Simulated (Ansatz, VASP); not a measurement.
**Two plane-wave programs on Rb2Nb**

The input INCAR:

```
SYSTEM = Rb2Nb
PREC = Accurate ; ENCUT = 600
EDIFF = 1E-6 ; ISMEAR = 0
SIGMA = 0.1 ; LREAL = .False.
LASPH = .True. ; NELM = 100
ALGO = Normal ; ISIF = 3
LWAVE = .False. ; LCHARG = .False.
GGA = PE ; IBRION = 2
NSW = 90 ; EDIFFG = -0.04
```

Contents of KPOINTS:

```
regular mesh
0
Gamma
  3 3 6
  0 0 0
```

File POSCAR:

```
Rb2Nb
1.0
    6.6990999279      0.0000000000      0.0000000000
   -3.3495499640      5.8015907201      0.0000000000
    0.0000000000      0.0000000000      3.0512705877
Rb Nb
2 1
Direct
    0.3333333333      0.6666666667      0.5000000000
    0.6666666667      0.3333333333      0.5000000000
    0.0000000000      0.0000000000      0.0000000000
```

Input for Ansatz:

```yaml
crystal:
  lattice:
    - [6.6990999279, 0.0, 0.0]
    - [-3.349549964, 5.8015907201, 0.0]
    - [0.0, 0.0, 3.0512705877]
  atoms:
    - { symbol: Rb, position: [0.3333333333, 0.6666666667, 0.5] }
    - { symbol: Rb, position: [0.6666666667, 0.3333333333, 0.5] }
    - { symbol: Nb, position: [0.0, 0.0, 0.0] }
basis:
  ecutwfc: 420
kpoints:
  mp_grid: { grid: [3, 3, 6] }
hamiltonian:
  xc: pbe
scf:
  occupations: { method: gaussian, width: 0.1 }
  lower_state_search: "off"
output:
  forces: true
  stress: true
  eigenvalues: true
relax:
  adjacent_minimum: "off"
  f_tol: 0.04
  max_steps: 70
  cell: { stress_tol: 0.4 }
```

Alike in both runs: task relaxation of cell and atoms; functional PBE; k mesh 3 × 3 × 6; occupations gaussian, width 0.1 eV; no spin polarisation.

```csv
,VASP,Ansatz
version,VASP 6.6.1,Ansatz 0.2.0
potentials or method,"VASP PAW PBE potentials, release 64 (Rb_sv, Nb_sv), cutoff 600 eV","scalar-relativistic, plane waves, PAW"
valence electrons in the cell,31,31
```

VASP gave:

- gap on the k mesh at the Fermi level, each at its own relaxed structure (eV): none
- relaxed volume (Å³/atom): 39.69
- relaxed cell length with the largest relative difference (Å): 3.001

Problem. What did Ansatz give for the same quantities?

Solution. gap on the k mesh at the Fermi level, each at its own relaxed structure (eV): none; relaxed volume (Å³/atom): 39.73; relaxed cell length with the largest relative difference (Å): 2.988.

A gap of «none» marks a metal or a gap that the smearing closes.

The k mesh is coarse, so the values compare programs but aren't converged.
